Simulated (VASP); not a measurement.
Pb4O:

```
CELL_PARAMETERS angstrom
4.25512 0.00000 0.00000
0.00000 4.25512 0.00000
0.00000 0.00000 6.01765
ATOMIC_POSITIONS crystal
Pb 0.50000 0.00000 0.25000
Pb 0.00000 0.50000 0.75000
Pb 0.50000 0.00000 0.75000
Pb 0.00000 0.50000 0.25000
O 0.00000 0.00000 0.00000
```

| Item | Value |
| --- | --- |
| Program | VASP 6.6.1 |
| Task | relaxation of cell and atoms |
| Functional | PBE |
| Potentials or basis | VASP PAW PBE potentials, release 64 (Pb_d, O) |
| Cutoff | 600 eV |
| k mesh | 4 × 4 × 4 |
| Occupations | gaussian, width 0.1 eV |
| Spin | no spin polarisation |

At the start: pressure 20.6 GPa; volume 21.79 Å³/atom.

Q: How do energy, volume and symmetry change on relaxing?

A: Over 6 steps the energy falls by 304.6 meV/atom and the volume is 27.90 Å³/atom (+28.0 %); space group P4/mmm (No. 123, to 0.05 Å).

Step by step:
```tsv
step	energy change (eV)	largest force (eV/Å)	pressure (GPa)	volume (Å³)
1	0.0000	0.3253	20.56	108.96
2	-1.1624	0.3117	-4.68	159.27
3	-1.5102	0.2201	0.16	138.27
4	-1.5102	0.2252	-0.06	138.91
5	-1.5177	0.1499	-0.08	139.13
6	-1.5231	0.0188	-0.09	139.50
```

Final structure:
```yaml
crystal:
  lattice:
    - [4.61582, 0.00000, 0.00000]
    - [0.00000, 4.61582, 0.00000]
    - [0.00000, 0.00000, 6.54733]
  atoms:
    - { symbol: Pb, position: [0.50000, 0.00000, 0.24768] }
    - { symbol: Pb, position: [0.00000, 0.50000, 0.75232] }
    - { symbol: Pb, position: [0.50000, 0.00000, 0.75232] }
    - { symbol: Pb, position: [0.00000, 0.50000, 0.24768] }
    - { symbol: O, position: [0.00000, 0.00000, 0.00000] }
```

Caveat: the k points lie up to 0.34 Å⁻¹ apart in the final cell; the volume moved by over 15 % at a fixed basis, so the end points are rough.
